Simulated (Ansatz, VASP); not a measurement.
## Two plane-wave programs on MgSe

The input INCAR:

```
ALGO = Normal
DIPOL = 0.5 0.5 0.500
EDIFF = 1E-6
ENCUT = 520
GGA = PS
GGA_COMPAT = False
IDIPOL = 3
ISIF = 2
ISMEAR = -1
IVDW = 12
LASPH = True
LCHARG = False
LDIPOL = True
LREAL = False
LWAVE = False
NBANDS = 16
NELM = 120
NELMDL = -8
PREC = Accurate
SIGMA = 0.1
```

The input KPOINTS:

```
k-points
0
Gamma
  4 4 1
```

Contents of POSCAR:

```
MgSe
1.0
    3.8544390642      0.0000000000      0.0000000000
    1.9272195321      3.3380421470      0.0000000000
    0.0000000000      0.0000000000     18.7207044760
Mg Se
2 2
Direct
    0.0000000000      0.0000000000      0.3739175526
    0.3333333333      0.3333333333      0.5420274825
    0.6666666667      0.6666666667      0.4579725175
    1.0000000000      0.0000000000      0.6260824474
```

Input for Ansatz:

```yaml
crystal:
  lattice:
    - [3.8544390642478703, 0.0, 0.0]
    - [1.9272195321239352, 3.3380421469777755, 0.0]
    - [0.0, 0.0, 18.720704476028974]
  atoms:
    - { symbol: Mg, position: [0.0, 0.0, 0.37391755256663484] }
    - { symbol: Se, position: [0.6666666666666665, 0.6666666666666671, 0.45797251752221163] }
    - { symbol: Mg, position: [0.3333333333333333, 0.3333333333333334, 0.5420274824777884] }
    - { symbol: Se, position: [0.9999999999999999, 4.440892098500626e-16, 0.6260824474333652] }
basis:
  ecutwfc: 470.0
  ecutrho_ratio: 4
kpoints:
  mp_grid:
    grid: [4, 4, 1]
hamiltonian:
  xc: pbesol
  dispersion: d3bj
efield:
  axis: 3
  dipole_correction: true
scf:
  max_iter: 60
  mixing:
    algorithm: broyden
  occupations:
    method: fermi_dirac
output:
  write_potential: true
  forces: true
```

Alike in both runs: task single point; functional PBEsol; dispersion D3(BJ); k mesh 4 × 4 × 1; no spin polarisation.

```csv
,VASP,Ansatz
version,VASP 6.6.1,Ansatz 0.2.0
potentials or method,"VASP PAW PBE potentials, release 64 (Mg, Se), cutoff 520 eV","plane waves, PAW"
occupations,"fermi-dirac, width 0.1 eV",fermi-dirac
valence electrons in the cell,16,52
```

|  | VASP | Ansatz | Ansatz less VASP |
| --- | --- | --- | --- |
| gap on the k mesh at the Fermi level (eV) | none | none | - |
| rms of the force components (eV/Å) | 0.548 | 0.551 | +0.0022 |

VASP's potentials were made for PBE, not for PBEsol. A gap of «none» marks a metal or a gap that the smearing closes. VASP's potentials hold 16 valence electrons a cell and Ansatz's 52, so a difference there can come from the potentials and not from the codes. Ansatz's warnings: vacuum density over bound, xc potential rough in thin density.

The k mesh is coarse, so the values compare programs but aren't converged.
